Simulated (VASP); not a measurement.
# N: single point with LDA

Crystal: N.

```
N
1.0
     0.00000    1.52312    1.52312
     1.52312    0.00000    1.52312
     1.52312    1.52312    0.00000
N
1
Cartesian
  0.0000 0.0000 0.0000
```

```
Program             : VASP 6.6.1
Task                : single point
Functional          : LDA
Potentials or basis : VASP PAW LDA potentials, release 64 (N)
Cutoff              : 520 eV
k mesh              : 12 × 12 × 12
Occupations         : fermi-dirac, width 0.02 eV
Spin                : no spin polarisation
```

The pressure is 0.0 GPa and the band gap on the k mesh is zero (an odd number of electrons rules out a gap without spin polarisation).

Levels at points of the mesh, in eV from the Fermi level:
```tsv
k point	band 1	band 2	band 3	band 4	band 5	band 6
(0.00, 0.00, 0.00)	-20.77	4.40	4.40	4.40	25.20	32.65
(0.50, 0.00, 0.00)	-13.24	-8.84	3.13	3.13	23.15	27.60
(0.50, 0.50, 0.00)	-10.38	-7.25	0.15	0.15	15.23	18.77
```

It took 1.1 s on 1 thread of Intel(R) Xeon(R) 6975P-C (Granite Rapids), with other jobs on the host, peak memory 0.1 GiB.

Caveat: an odd number of electrons without spin polarisation forces a metal; a magnetic or distorted state may lie lower.
